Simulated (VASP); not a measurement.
GaN, 4 atoms in the cell. The structure is hexagonal, space group P6_3mc (No. 186). The conventional cell has a = 3.201 Å, b = 3.201 Å, c = 5.226 Å, α = 90.00°, β = 90.00°, γ = 120.00°. Ga (site symmetry 3m) has 4 N at 1.96 to 1.97 Å within 2.6 Å. Within 2.6 Å of N (site symmetry 3m) lie 4 Ga at 1.96 to 1.97 Å. 

```yaml
Program: VASP 6.6.1
Task: single point
Functional: BLYP
Dispersion: D3(BJ)
Potentials_or_basis: VASP PAW PBE potentials, release 64 (Ga_d, N_h)
Cutoff: 910 eV
k_mesh: 8 × 8 × 6
Occupations: gaussian, width 0.05 eV
Spin: no spin polarisation
Dipole_correction: no
Second_run: hard_potentials
Further_INCAR_settings: ALGO = Normal; EDIFF = 1e-06; NBANDS = 26
```

Potentials or basis: VASP PAW PBE potentials, release 64 (Ga_d, N_h).

Run with:

```bash
$ cat potpaw_PBE.64/Ga_d/POTCAR potpaw_PBE.64/N_h/POTCAR > POTCAR
$ mpirun -np 1 vasp_std > vasp.out
```

Hardware: 1 thread of Intel(R) Xeon(R) Platinum 8259CL CPU @ 2.50GHz (Skylake/Cascade Lake), with other jobs on the host.

Q: How long does it take, and how much memory?

A: Wall time 95 s on 1 thread of Intel(R) Xeon(R) Platinum 8259CL CPU @ 2.50GHz (Skylake/Cascade Lake), on a shared host, peak memory 0.28 GiB. Counts: scf iterations 14, k points 40.
